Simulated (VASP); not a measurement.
NiO:

```
Ni O
1.0
     0.00000    2.07190    2.07190
     2.07190    0.00000    2.07190
     2.07190    2.07190    0.00000
Ni O
1 1
Direct
  0.00000 0.00000 0.00000
  0.50000 0.50000 0.50000
```

Base run:

```yaml
Program: VASP 6.6.1
Functional: RPBE
Dispersion: D4
Potentials_or_basis: VASP PAW PBE potentials, release 64 (Ni, O)
Cutoff: 600 eV
k_mesh: 11 × 11 × 11
Occupations: fermi-dirac, width 0.05 eV
Spin: collinear spin, ferromagnetic start
Starting_moments: "[1.0, 0.0] μB"
```

Its results: pressure 7.3 GPa; net moment 1.74 μB per cell; site moments Ni +1.44; O +0.26 μB.

Question: After a change of settings the same cell gave: pressure -6.4 GPa; net moment 1.29 μB per cell; site moments Ni +1.08; O +0.18 μB. Which change was it?
A. functional from RPBE to r2SCAN; dispersion from D4 to D3(BJ); cutoff from 600 eV to 520 eV
B. functional from RPBE to revPBE; dispersion from D4 to D3(BJ); cutoff from 600 eV to 520 eV
C. functional from RPBE to PBEsol; cutoff from 600 eV to 520 eV
D. functional from RPBE to revPBE; cutoff from 600 eV to 520 eV; further incar settings from ALGO = Normal; EDIFF = 1e-06; NBANDS = 19 to ALGO = Normal; EDIFF = 1e-07; NBANDS = 19

Answer: C.

PBEsol binds more tightly than RPBE, so the same cell stands under less pressure.

Caveats: the PAW data sets were made with another functional, which shifts forces and pressure a little; a cell with one magnetic atom can't hold antiferromagnetic order, which such compounds often take; pairwise dispersion overbinds metals, which lowers pressure and volume.
